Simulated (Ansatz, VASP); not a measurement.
# MgI2: VASP beside Ansatz

The input INCAR:

```
SYSTEM = MgI2
ALGO     = Normal         ! electronic algorithm
EDIFF    = 1E-6           ! SCF threshold, eV
ENCUT    = 520            ! plane-wave cutoff, eV
GGA      = PE             ! functional
ISIF     = 2              ! what is computed and relaxed
ISMEAR   = 0              ! smearing method
IVDW     = 12             ! dispersion correction
LASPH    = .TRUE.         ! aspherical terms in the spheres
LCHARG   = .FALSE.        ! write CHGCAR
LREAL    = .FALSE.        ! projectors in reciprocal space
LWAVE    = .FALSE.        ! write WAVECAR
NBANDS   = 15             ! bands
NELM     = 60             ! most SCF steps
PREC     = Accurate       ! precision mode
SIGMA    = 0.05           ! smearing width, eV
```

File KPOINTS:

```
k-points
0
G
  6 6 4
  0 0 0
```

The input POSCAR:

```
MgI2
1.0
    3.9875521165      0.0000000000      0.0000000000
   -1.9937760583      3.4533214318      0.0000000000
    0.0000000000      0.0000000000      6.8620000000
Mg I
1 2
Direct
    0.0000000000      0.0000000000      0.0000000000
    0.3333333333      0.6666666667      0.7576300000
    0.6666666667      0.3333333333      0.2423700000
```

Input for Ansatz:

```yaml
crystal:
  lattice:
    - [3.9875521165, 0.0, 0.0]
    - [-1.9937760583, 3.4533214318, 0.0]
    - [0.0, 0.0, 6.862]
  atoms:
    - { symbol: Mg, position: [0.0, 0.0, 0.0] }
    - { symbol: I, position: [0.3333333333, 0.6666666667, 0.75763] }
    - { symbol: I, position: [0.6666666667, 0.3333333333, 0.24237] }
basis:
  ecutwfc: 420
kpoints:
  mp_grid: { grid: [6, 6, 4] }
hamiltonian:
  xc: pbe
  dispersion: d3bj
scf:
  occupations: { method: gaussian, width: 0.05 }
output:
  forces: true
  stress: true
  eigenvalues: true
```

Change from the starting cell: strain -0.040 along x and y, +0.000 along z, atoms carried along.

Alike in both runs: task single point; functional PBE; dispersion D3(BJ); k mesh 6 × 6 × 4; occupations gaussian, width 0.05 eV; no spin polarisation.

```csv
,VASP,Ansatz
version,VASP 6.6.1,Ansatz 0.2.0
potentials or method,"VASP PAW PBE potentials, release 64 (Mg, I), cutoff 520 eV","scalar-relativistic, plane waves, PAW"
valence electrons in the cell,16,44
```

Ansatz gave:

| Item | Value |
| --- | --- |
| gap on the k mesh at the Fermi level (eV) | 3.56 |
| least direct gap on the mesh (eV) | 4.10 |
| pressure (GPa) | 2.8 |
| traceless stress, the component that is largest in VASP (GPa) | -0.85 |
| rms of the force components (eV/Å) | 0.173 |

Task: Estimate VASP's values.

Result: gap on the k mesh at the Fermi level (eV): 3.54; least direct gap on the mesh (eV): 4.09; pressure (GPa): 2.7; traceless stress, the component that is largest in VASP (GPa): -0.84; rms of the force components (eV/Å): 0.169.

Atom by atom the forces differ by 0.004 eV/Å (rms over components). VASP's potentials hold 16 valence electrons a cell and Ansatz's 44, so a difference there can come from the potentials and not from the codes.

Neither program's run includes spin-orbit coupling.
